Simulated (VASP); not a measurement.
Here is a VASP 6.6.1 calculation.

File INCAR:

```
ALGO = Normal
EDIFF = 1E-6
ENCUT = 520
GGA = PE
ISIF = 2
ISMEAR = 0
LASPH = True
LCHARG = False
LREAL = False
LWAVE = False
NBANDS = 20
NELM = 80
PREC = Accurate
SIGMA = 0.1
```

File KPOINTS:

```
k-points
0
Gamma
  4 4 4
```

File POSCAR:

```
SnSe2
1.0
    4.5583293000      0.0000000000      0.0000000000
    0.0000000000      4.5583293000      0.0000000000
    0.0000000000      0.0000000000      4.6318689800
Sn Se
1 2
Direct
    0.0000000000      0.0000000000      0.7045486300
    0.5000000000      0.0000000000      0.7145153000
    0.0000000000      0.5000000000      0.7145153000
```

Potentials or basis: VASP PAW PBE potentials, release 64 (Sn_d, Se).

The run is started by

```console
$ cat potpaw_PBE.64/Sn_d/POTCAR potpaw_PBE.64/Se/POTCAR > POTCAR
$ mpirun -np 1 vasp_std > vasp.out
```

Estimate the largest force.

0.386 eV/Å.

Predict the pressure.

28.3 GPa.

Predict the band gap on the k mesh.

zero (band 13 reaches 3.10 eV, above the bottom of band 14 at 2.30 eV).

Stress tensor (GPa, compression positive):
```
42.24  0.00  0.00
 0.00 42.24  0.00
 0.00  0.00  0.30
```

Caveat: spin-orbit coupling is left out, which moves the levels of the heavy elements.
